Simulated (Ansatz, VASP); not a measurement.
One calculation of WS2, two programs

```
CELL_PARAMETERS angstrom
3.18000 0.00000 0.00000
-1.59000 2.75396 0.00000
0.00000 0.00000 12.50000
ATOMIC_POSITIONS crystal
W 0.66667 0.33333 0.75000
W 0.33333 0.66667 0.25000
S 0.66667 0.33333 0.37500
S 0.33333 0.66667 0.87500
S 0.66667 0.33333 0.12500
S 0.33333 0.66667 0.62500
```

Alike in both runs: functional LDA; k mesh 10 × 10 × 3; occupations fermi-dirac, width 0.05 eV; no spin polarisation.

|  | VASP | Ansatz |
| --- | --- | --- |
| version | VASP 6.6.1 | Ansatz 0.2.0 |
| potentials or method | VASP PAW LDA potentials, release 64 (W_sv, S) | Ansatz PAW |
| plane-wave cutoff (eV) | 520 | 420 |
| valence electrons in the cell | 52 | 52 |
| task | single point | band structure |

VASP gave:

| Quantity | Value |
| --- | --- |
| gap on the k mesh at the Fermi level (eV) | 1.05 |
| least direct gap on the mesh (eV) | 2.07 |
| pressure (GPa) | -5.3 |
| traceless stress, the component that is largest in VASP (GPa) | 1.26 |
| rms of the force components (eV/Å) | 0.147 |

Question: What did Ansatz give for the same quantities?

Answer: gap on the k mesh at the Fermi level (eV): 1.04; least direct gap on the mesh (eV): 2.06; pressure (GPa): -5.6; traceless stress, the component that is largest in VASP (GPa): 1.26; rms of the force components (eV/Å): 0.169.

LDA's correlation is that of Perdew and Zunger in VASP and of Perdew and Wang (1992) in Ansatz. Atom by atom the forces differ by 0.021 eV/Å (rms over components).

Neither program's run includes spin-orbit coupling. Noted on Ansatz's run: the k mesh misses the band edges, so the gap on the mesh is wider than the one along the path.
